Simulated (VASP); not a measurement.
## Sn3Se: single point with PBEsol

Crystal: Sn3Se.

```
Sn Se
1.0
     0.00000    3.73314    3.73314
     3.73314    0.00000    3.73314
     3.73314    3.73314    0.00000
Sn Se
3 1
Direct
  0.50000 0.50000 0.50000
  0.75000 0.75000 0.75000
  0.25000 0.25000 0.25000
  0.00000 0.00000 0.00000
```

```json
{
 "Program": "VASP 6.6.1",
 "Task": "single point",
 "Functional": "PBEsol",
 "Potentials or basis": "VASP PAW PBE potentials, release 64 (Sn_d, Se)",
 "Cutoff": "520 eV",
 "k mesh": "5 × 5 × 5",
 "Occupations": "fermi-dirac, width 0.05 eV",
 "Spin": "no spin polarisation"
}
```

- Pressure: -3.1 GPa

Levels at points of the mesh, in eV from the Fermi level:
| k point | band 20 | band 21 | band 22 | band 23 | band 24 | band 25 | band 26 | band 27 | band 28 | band 29 |
| --- | --- | --- | --- | --- | --- | --- | --- | --- | --- | --- |
| (0.00, 0.00, 0.00) | -2.87 | -2.87 | -2.84 | -1.24 | -1.24 | -1.24 | -0.50 | -0.50 | -0.50 | 4.11 |

Run time: 18 s on 1 thread of AMD EPYC 9R45 96-Core Processor (Zen 5) (shared host), peak memory 0.21 GiB.

Caveat: this odd mesh misses L, where the gap lies, so gap, dielectric constants and Born charges aren't listed; the PAW data sets were made with another functional, which shifts forces and pressure a little; spin-orbit coupling is left out, which moves the levels of the heavy elements.
